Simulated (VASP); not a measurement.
A run of VASP 6.6.1 is set up as follows.

File INCAR:

```
PREC = Accurate
ENCUT = 600
EDIFF = 1E-6
ISMEAR = -1
SIGMA = 0.05
LREAL = False
LASPH = True
NELM = 80
ALGO = Normal
ISIF = 3
LWAVE = False
LCHARG = False
GGA = PE
IBRION = 2
NSW = 60
EDIFFG = -0.01
PSTRESS = 20.0
```

File KPOINTS:

```
Automatic mesh
0
Gamma
  11 11 6
```

Contents of POSCAR:

```
Re
1.0
    2.7608000000      0.0000000000      0.0000000000
   -1.3804000000      2.3909229348      0.0000000000
    0.0000000000      0.0000000000      4.4582000000
Re
2
Direct
    0.6666666667      0.3333333333      0.7500000000
    0.3333333333      0.6666666667      0.2500000000
```

Potentials or basis: VASP PAW PBE potentials, release 64 (Re).

Command:

```bash
$ cat potpaw_PBE.64/Re/POTCAR > POTCAR
$ mpirun -np 1 vasp_std > vasp.out
```

(1) What does it give for the space group after relaxing (to 0.05 Å)?

(2) What does it give for the relaxed volume?

Answers

(1) P6_3/mmc (No. 194).

(2) 14.86 Å³/atom.

Caveat: the cell is relaxed towards a set pressure, so the enthalpy falls and the energy may rise.
